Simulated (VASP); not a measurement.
Input of a VASP 6.6.1 run:

Contents of INCAR:

```
ALGO = Normal ; EDIFF = 1E-6
EDIFFG = -0.005 ; ENCUT = 600
GGA = PS ; IBRION = 2
ISIF = 3 ; ISMEAR = -1
LASPH = T ; LCHARG = F
LREAL = F ; LWAVE = F
NELM = 60 ; NSW = 60
PREC = Accurate ; SIGMA = 0.08
```

File KPOINTS:

```
k-points
0
Gamma
  18 18 10
```

Contents of POSCAR:

```
Zr
1.0
    3.1757268793      0.0000000000      0.0000000000
   -1.5878634396      2.7502601529      0.0000000000
    0.0000000000      0.0000000000      5.1446775444
Zr
2
Direct
    0.3333333333      0.6666666667      0.2500000000
    0.6666666667      0.3333333333      0.7500000000
```

Potentials or basis: VASP PAW PBE potentials, release 64 (Zr_sv).

Launch:

```console
$ cat potpaw_PBE.64/Zr_sv/POTCAR > POTCAR
$ mpirun -np 1 vasp_std > vasp.out
```

Q: Estimate the space group after relaxing (to 0.05 Å).

A: P6_3/mmc (No. 194).

Q: Estimate the band gap on the k mesh.

A: Zero (band 12 reaches 10.22 eV, above the bottom of band 13 at 9.01 eV).

Q: Predict the relaxed volume.

A: 22.48 Å³/atom.

Q: Predict the relaxed cell.

A: a = 3.184 Å, b = 3.184 Å, c = 5.119 Å, α = 90.00°, β = 90.00°, γ = 120.00°.

Final structure:
```
CELL_PARAMETERS angstrom
3.18427 0.00000 0.00000
-1.59213 2.75766 0.00000
0.00000 0.00000 5.11898
ATOMIC_POSITIONS crystal
Zr 0.33333 0.66667 0.25000
Zr 0.66667 0.33333 0.75000
```

Caveat: the PAW data sets were made with another functional, which shifts forces and pressure a little.
